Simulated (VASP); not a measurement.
# AlCu3 (Pm-3m) in VASP: further runs, part 2 of 3

VASP 6.6.1. The steps go on from the part before.

## (4) Single point, r2SCAN (12.80 Å³/atom)

Input file POSCAR:

```
AlCu3
1.0
    3.7132426282      0.0000000000      0.0000000000
    0.0000000000      3.7132426282      0.0000000000
    0.0000000000      0.0000000000      3.7132426282
Al Cu
1 3
Direct
    0.0000000000      0.0000000000      0.0000000000
    0.5000000000      0.5000000000      0.0000000000
    0.5000000000      0.0000000000      0.5000000000
    0.0000000000      0.5000000000      0.5000000000
```

Input file INCAR.step1:

```
SYSTEM = AlCu3
ALGO     = Normal         ! electronic algorithm
EDIFF    = 1E-4           ! SCF threshold, eV
ENCUT    = 520            ! plane-wave cutoff, eV
GGA      = PE             ! functional
ISMEAR   = 0              ! smearing method
LASPH    = .TRUE.         ! aspherical terms in the spheres
LCHARG   = .FALSE.        ! write CHGCAR
LREAL    = .FALSE.        ! projectors in reciprocal space
LWAVE    = .TRUE.         ! write WAVECAR
NBANDS   = 26             ! bands
NELM     = 100            ! most SCF steps
PREC     = Accurate       ! precision mode
SIGMA    = 0.1            ! smearing width, eV
```

Input file INCAR.step2:

```
SYSTEM = AlCu3
ALGO     = Normal         ! electronic algorithm
EDIFF    = 1E-7           ! SCF threshold, eV
ENCUT    = 520            ! plane-wave cutoff, eV
ISIF     = 2              ! what is computed and relaxed
ISMEAR   = 0              ! smearing method
ISTART   = 1            
LASPH    = .TRUE.         ! aspherical terms in the spheres
LCHARG   = .FALSE.        ! write CHGCAR
LMIXTAU  = .TRUE.       
LREAL    = .FALSE.        ! projectors in reciprocal space
LWAVE    = .FALSE.        ! write WAVECAR
METAGGA  = R2SCAN         ! meta-GGA
NBANDS   = 26             ! bands
NELM     = 100            ! most SCF steps
PREC     = Accurate       ! precision mode
SIGMA    = 0.1            ! smearing width, eV
```

Input file KPOINTS:

```
k-points
0
G
  12 12 12
  0 0 0
```

Potentials or basis: VASP PAW PBE potentials, release 64 (Al, Cu).

The run is started by

```console
cat potpaw_PBE.64/Al/POTCAR potpaw_PBE.64/Cu/POTCAR > POTCAR
cp INCAR.step1 INCAR
mpirun -np 1 vasp_std > vasp.out
cp INCAR.step2 INCAR
mpirun -np 1 vasp_std > vasp.out
```

OUTCAR:

```text
SYSTEM = AlCu3
   EDIFF = 1E-7
   ENCUT = 520
   ISIF = 2
   ISMEAR = 0
   ISTART = 1
   LASPH = .TRUE.
   LREAL = .FALSE.
   METAGGA = R2SCAN
   NELM = 100
   PREC = Accurate

 ion  position               nearest neighbor table
   1  0.000  0.000  0.000-   2 2.63   3 2.63   4 2.63   3 2.63   4 2.63   2 2.63   4 2.63   4 2.63
                             2 2.63   3 2.63   3 2.63   2 2.63
   2  0.500  0.500  0.000-   1 2.63   3 2.63   4 2.63   3 2.63   4 2.63   1 2.63   3 2.63   3 2.63
                             1 2.63   4 2.63   4 2.63   1 2.63
   3  0.500  0.000  0.500-   1 2.63   2 2.63   4 2.63   1 2.63   2 2.63   2 2.63   4 2.63   2 2.63
                             1 2.63   4 2.63   1 2.63   4 2.63
   4  0.000  0.500  0.500-   1 2.63   2 2.63   3 2.63   1 2.63   2 2.63   1 2.63   3 2.63   1 2.63
                             2 2.63   3 2.63   2 2.63   3 2.63

  LATTYP: Found a simple cubic cell.
 ALAT       =     3.7132426282

  Lattice vectors:

 A1 = (   3.7132426282,   0.0000000000,   0.0000000000)
 A2 = (   0.0000000000,   3.7132426282,   0.0000000000)
 A3 = (   0.0000000000,   0.0000000000,   3.7132426282)

Analysis of symmetry for initial positions (statically):
=====================================================================
 Subroutine PRICEL returns:
 Original cell was already a primitive cell.

 Routine SETGRP: Setting up the symmetry group for a
 simple cubic supercell.

 Subroutine GETGRP returns: Found 48 space group operations
 (whereof 48 operations were pure point group operations)
 out of a pool of 48 trial point group operations.

The static configuration has the point symmetry O_h .

Analysis of symmetry for dynamics (positions and initial velocities):
=====================================================================
 Subroutine PRICEL returns:
 Original cell was already a primitive cell.

 Routine SETGRP: Setting up the symmetry group for a
 simple cubic supercell.

 Subroutine GETGRP returns: Found 48 space group operations
 (whereof 48 operations were pure point group operations)
 out of a pool of 48 trial point group operations.

The dynamic configuration has the point symmetry O_h .

 Subroutine INISYM returns: Found 48 space group operations
 (whereof 48 operations are pure point group operations),
 and found     1 'primitive' translations

----------------------------------------------------------------------------------------

                                     Primitive cell

  volume of cell :      51.1988

  direct lattice vectors                    reciprocal lattice vectors
     3.713242628  0.000000000  0.000000000     0.269306399  0.000000000  0.000000000
     0.000000000  3.713242628  0.000000000     0.000000000  0.269306399  0.000000000
     0.000000000  0.000000000  3.713242628     0.000000000  0.000000000  0.269306399

  length of vectors
     3.713242628  3.713242628  3.713242628     0.269306399  0.269306399  0.269306399

  position of ions in fractional coordinates (direct lattice)
     0.000000000  0.000000000  0.000000000
     0.500000000  0.500000000  0.000000000
     0.500000000  0.000000000  0.500000000
     0.000000000  0.500000000  0.500000000

  ion indices of the primitive-cell ions
   primitive index   ion index
                 1           1
                 2           2
                 3           3
                 4           4

----------------------------------------------------------------------------------------

 KPOINTS: k-points

Automatic generation of k-mesh.
 Grid dimensions read from file:
 generate k-points for:   12   12   12

 Generating k-lattice:

  Cartesian coordinates                     Fractional coordinates (reciprocal lattice)
     0.022442200  0.000000000  0.000000000     0.083333333  0.000000000  0.000000000
     0.000000000  0.022442200  0.000000000     0.000000000  0.083333333  0.000000000
     0.000000000  0.000000000  0.022442200     0.000000000  0.000000000  0.083333333

  Length of vectors
     0.022442200  0.022442200  0.022442200

  Shift w.r.t. Gamma in fractional coordinates (k-lattice)
     0.000000000  0.000000000  0.000000000

 Subroutine IBZKPT returns following result:
 ===========================================

 Found     84 irreducible k-points:

 Following reciprocal coordinates:
            Coordinates               Weight
  0.000000  0.000000  0.000000      1.000000
  0.083333  0.000000  0.000000      6.000000
  0.166667  0.000000  0.000000      6.000000
  0.250000  0.000000  0.000000      6.000000
  0.333333  0.000000  0.000000      6.000000
  0.416667  0.000000  0.000000      6.000000
[... 16 lines left out ...]
  0.333333  0.333333  0.000000     12.000000
  0.416667  0.333333  0.000000     24.000000
 [... further k-points ...]
   k-points           NKPTS =     84   k-points in BZ     NKDIM =     84   number of bands    NBANDS=     26
   number of dos      NEDOS =    301   number of ions     NIONS =      4
   total plane-waves  NPLWV =  21952
   dimension x,y,z NGX =    28 NGY =   28 NGZ =   28
   dimension x,y,z NGXF=    56 NGYF=   56 NGZF=   56
   ions per type =               1   3
   NGX,Y,Z   is equivalent  to a cutoff of  12.54, 12.54, 12.54 a.u.
   NGXF,Y,Z  is equivalent  to a cutoff of  25.07, 25.07, 25.07 a.u.
 SYSTEM =  AlCu3
   PREC   = accura    normal or accurate (medium, high low for compatibility)
   ISTART =      1    job   : 0-new  1-cont  2-samecut
   ICHARG =      0    charge: 1-file 2-atom 10-const
   ISPIN  =      1    spin polarized calculation?
   LNONCOLLINEAR =      F non collinear calculations
   LSORBIT =      F    spin-orbit coupling
   LASPH  =      T    aspherical Exc in radial PAW
   ENCUT  =  520.0 eV  38.22 Ry    6.18 a.u.   6.90  6.90  6.90*2*pi/ulx,y,z
   NELM   =    100;   NELMIN=  2; NELMDL=  0     # of ELM steps
   EDIFF  = 0.1E-06   stopping-criterion for ELM
   LREAL  =      F    real-space projection
   EDIFFG = 0.1E-05   stopping-criterion for IOM
   NSW    =      0    number of steps for IOM
   IBRION =     -1    ionic relax: 0-MD 1-quasi-New 2-CG
   NFREE  =      0    steps in history (QN), initial steepest desc. (CG)
   ISIF   =      2    stress and relaxation
   ISYM   =      2    0-nonsym 1-usesym 2-fastsym
   POTIM  = 0.5000    time-step for ionic-motion
   TEBEG  =    0.0;   TEEND  =   0.0 temperature during run
   PSTRESS=    0.0 pullay stress
   NELECT =      36.0000    total number of electrons
   NUPDOWN=      -1.0000    fix difference up-down
   EMIN   =  10.00;   EMAX   =-10.00  energy-range for DOS
   EFERMI =   0.00;   METHOD = LEGACY
   ISMEAR =     0;   SIGMA  =   0.10  broadening in eV -4-tet -1-fermi 0-gaus
   EFERMI_NEDOS =   21; number of points for ismear=-14 and -15
   IALGO  =     38    algorithm
   IMIX   =      4    mixing-type and parameters
     AMIX     =   0.40;   BMIX     =  1.00
     AMIX_MAG =   1.60;   BMIX_MAG =  1.00
  volume/ion in A,a.u.               =      12.80        86.38
  Fermi-wavevector in a.u.,A,eV,Ry     =   1.455757  2.750983 28.833869  2.119230
  Thomas-Fermi vector in A             =   2.572755
   LORBIT       =      0    0 simple, 1 ext, 2 COOP (PROOUT), +10 PAW based schemes
   METAGGA = R2SCAN    functional components
   LHFCALC =     F    Hartree Fock is set to
   AEXX    =    0.0000 exact exchange contribution
   IVDW    =     0    specifies the selected vdW correction
   LEPSILON=     F    determine dielectric tensor
   LRPA    =     F    only Hartree local field effects (RPA)
 non-spin polarized calculation
 Gauss-broadening in eV      SIGMA  =   0.10
  energy-cutoff  :      520.00
  volume of cell :       51.20
 maximum number of plane-waves:      1409
 NGX is ok and might be reduce to    28
   NGX = 13   NGY = 13   NGZ = 13

 number of electron      36.0000097 magnetization

 Free energy of the ion-electron system (eV)
  ---------------------------------------------------
  ext. energy  EPLUGINS =         0.00000000
  ---------------------------------------------------
  free energy    TOTEN  =       -39.91396731 eV

  energy without entropy =      -39.90995443  energy(sigma->0) =      -39.91196087

 E-fermi :   7.7783     XC(G=0): -12.9907

 val. band max:        7.7681147577   @ k =   0.0833   0.0000   0.0000
 cond. band min:       7.8773313867   @ k =   0.1667   0.0833   0.0833
 fundamental gap:      0.1092166290
 Fermi energy:         7.7782889446

 k-point     1 :       0.0000    0.0000    0.0000
  band No.  band energies     occupation
      1      -2.8903      2.00000
      2       2.5909      2.00000
      3       3.1165      2.00000
      4       3.1165      2.00000
      5       3.3998      2.00000
      6       3.3998      2.00000
[... 685 lines left out ...]
     25      17.7640      0.00000
     26      18.6673      0.00000

 [... further k-points ...]
[... 5 lines left out ...]
  --------------------------------------------------------------------------------------
  -------------------------------------------------------------------------------------
  Total       -2.3326355     -2.3326355     -2.3326355      0.0000000      0.0000000      0.0000000
  in kB      -72.9957353    -72.9957353    -72.9957353      0.0000000      0.0000000      0.0000000
  external PRESSURE =     -72.9957353 kB  Pullay stress =       0.0000000 kB

 VOLUME and BASIS-vectors are now :
 -----------------------------------------------------------------------------
  energy-cutoff  :      520.00
  volume of cell :       51.20
      direct lattice vectors                 reciprocal lattice vectors
     3.713242628  0.000000000  0.000000000     0.269306399  0.000000000  0.000000000
     0.000000000  3.713242628  0.000000000     0.000000000  0.269306399  0.000000000
     0.000000000  0.000000000  3.713242628     0.000000000  0.000000000  0.269306399

 POSITION                                       TOTAL-FORCE (eV/Angst)
 -----------------------------------------------------------------------------------
      0.00000      0.00000      0.00000         0.000000      0.000000      0.000000
      1.85662      1.85662      0.00000         0.000000      0.000000      0.000000
      1.85662      0.00000      1.85662         0.000000      0.000000      0.000000
      0.00000      1.85662      1.85662         0.000000      0.000000      0.000000
 -----------------------------------------------------------------------------------
    total drift:                                0.000000      0.000000      0.000000

  FREE ENERGIE OF THE ION-ELECTRON SYSTEM (eV)
  ---------------------------------------------------
  free  energy   TOTEN  =       -39.9139673113 eV

  energy  without entropy=      -39.9099544324  energy(sigma->0) =      -39.91196087
```

It took 2.6 min on 1 thread of Intel Xeon 6975P-C (Granite Rapids), shared host; peak memory 0.23 GiB.

What came out:

```yaml
Free_energy: -39.9140 eV
Pressure: -7.3 GPa
Band_gap_on_the_k_mesh: zero (bands 18 and 19 overlap by 5.53 eV)
```

Caveat: the cell stands under tension; the PAW data sets were made with another functional, which shifts forces and pressure a little.

[end of part 2 of 3]

The gap in the log of VASP goes by the Fermi energy; the results here count the filled bands.